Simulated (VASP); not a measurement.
## BaS: single point with LDA

BaS:

```
CELL_PARAMETERS angstrom
0.00000 3.19375 3.19375
3.19375 0.00000 3.19375
3.19375 3.19375 0.00000
ATOMIC_POSITIONS crystal
Ba 0.00000 0.00000 0.00000
S 0.40314 0.59686 0.50000
```

This cell differs from its parent crystal: all S atoms moved +0.438 Å, as atom 2 along Cartesian [1 -1 0].

| Property | Result |
| --- | --- |
| Program | VASP 6.6.1 |
| Task | single point |
| Functional | LDA |
| Potentials or basis | VASP PAW LDA potentials, release 64 (Ba_sv, S) |
| Cutoff | 520 eV |
| k mesh | 8 × 8 × 8 |
| Occupations | gaussian, width 0.05 eV |
| Spin | no spin polarisation |
| Dipole correction | no |
| Further INCAR settings | ALGO = Normal; EDIFF = 1e-07; NBANDS = 15 |

```yaml
Pressure: 0.2 GPa
Largest_force: 1.048 eV/Å
Band_gap_on_the_k_mesh: 2.47 eV
```

Forces in eV/Å, atoms in the order of the input:
```
Ba   0.741 -0.741  0.000
S   -0.741  0.741  0.000
```

Stress tensor (GPa, compression positive):
```
 1.66  0.97  0.00
 0.97  1.66  0.00
 0.00  0.00 -2.62
```

Levels at points of the mesh, in eV from the valence-band top:
```tsv
k point	band 5	band 6	band 7	band 8	band 9	band 10	band 11	band 12
(0.00, 0.00, 0.00)	-9.96	-0.18	-0.15	-0.09	3.38	3.82	4.25	4.39
(0.50, 0.00, 0.00)	-8.92	-1.84	-1.01	-0.98	4.99	6.14	6.15	6.46
(0.00, 0.00, 0.50)	-8.76	-1.84	-0.90	-0.74	5.04	5.20	6.25	6.40
(0.50, 0.50, 0.00)	-9.76	-0.52	-0.44	-0.07	2.83	5.68	6.23	7.53
(0.00, 0.50, 0.50)	-9.66	-0.34	-0.32	0.00	2.47	5.83	6.18	6.65
```

It took 2.3 min on 1 thread of Intel Xeon 8259CL, with other jobs on the host, peak memory 0.23 GiB.

Caveat: the cell differs from its parent crystal (all S atoms moved +0.438 Å, as atom 2 along Cartesian [1 -1 0]); spin-orbit coupling is left out, which moves the levels of the heavy elements; forces of over 1 eV/Å act on the atoms, so gaps and moduli don't describe the material at rest. A k mesh can miss the band edges.
